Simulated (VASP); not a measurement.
Wanted: the native input for a VASP 6.6.1 run.

```yaml
Task: relaxation of cell and atoms
Functional: PBE
Potentials_or_basis: VASP PAW PBE potentials, release 64 (Zr_sv, W_sv, S)
Cutoff: 600 eV
k_mesh: 4 × 4 × 4
Occupations: gaussian, width 0.1 eV
Spin: collinear spin, ferrimagnetic start
Starting_moments: "[0.94, -0.01, -0.04, -0.04, -0.04] μB"
Dipole_correction: no
Further_INCAR_settings: ALGO = Normal; EDIFF = 1e-06; IBRION = 2; EDIFFG = -0.04; NSW = 90; ISIF = 3
```

The structure of ZrWS3 lies in POSCAR:

```
ZrWS3
1.0
    4.5872932600      0.0000000000      0.0000000000
    0.0000000000      4.5872932600      0.0000000000
    0.0000000000      0.0000000000      4.5872932600
Zr W S
1 1 3
Direct
    0.0000000000      0.0000000000      0.0000000000
    0.5000000000      0.5000000000      0.5000000000
    0.0000000000      0.5000000000      0.5000000000
    0.5000000000      0.5000000000      0.0000000000
    0.5000000000      0.0000000000      0.5000000000
```

These files were run (other wordings do the same):

INCAR

```
PREC = Accurate
ENCUT = 600
EDIFF = 1E-6
ISMEAR = 0
SIGMA = 0.1
LREAL = False
LASPH = True
NELM = 150
ALGO = Normal
ISIF = 3
LWAVE = False
LCHARG = False
ISPIN = 2
MAGMOM = 0.94 -0.01 -0.04 -0.04 -0.04
LORBIT = 11
LMAXMIX = 4
GGA = PE
IBRION = 2
NSW = 90
EDIFFG = -0.04
```

KPOINTS

```
Automatic mesh
0
Gamma
  4 4 4
```

Potentials or basis: VASP PAW PBE potentials, release 64 (Zr_sv, W_sv, S).

Launch:

```bash
$ cat potpaw_PBE.64/Zr_sv/POTCAR potpaw_PBE.64/W_sv/POTCAR potpaw_PBE.64/S/POTCAR > POTCAR
$ mpirun -np 1 vasp_std > vasp.out
```

It gave:

* Relaxed volume: 20.10 Å³/atom
* Relaxed cell: a = 4.649 Å, b = 4.649 Å, c = 4.649 Å, α = 90.00°, β = 90.00°, γ = 90.00°
* Space group after relaxing (to 0.05 Å): Pm-3m (No. 221)
* Energy gained by relaxing: 11.7 meV/atom
* Ionic steps: 3
* Pressure after relaxing: 0.0 GPa
* Net moment: 0.95 μB per cell
* Site moments: Zr +0.79; W -0.02; S -0.04 μB
* Valence electrons inside the program's atomic spheres: Zr 9.48; W 12.11; S 3.75

Run time: 110 s on 1 thread of Intel(R) Xeon(R) 6975P-C (Granite Rapids), on a shared host, peak memory 0.32 GiB.
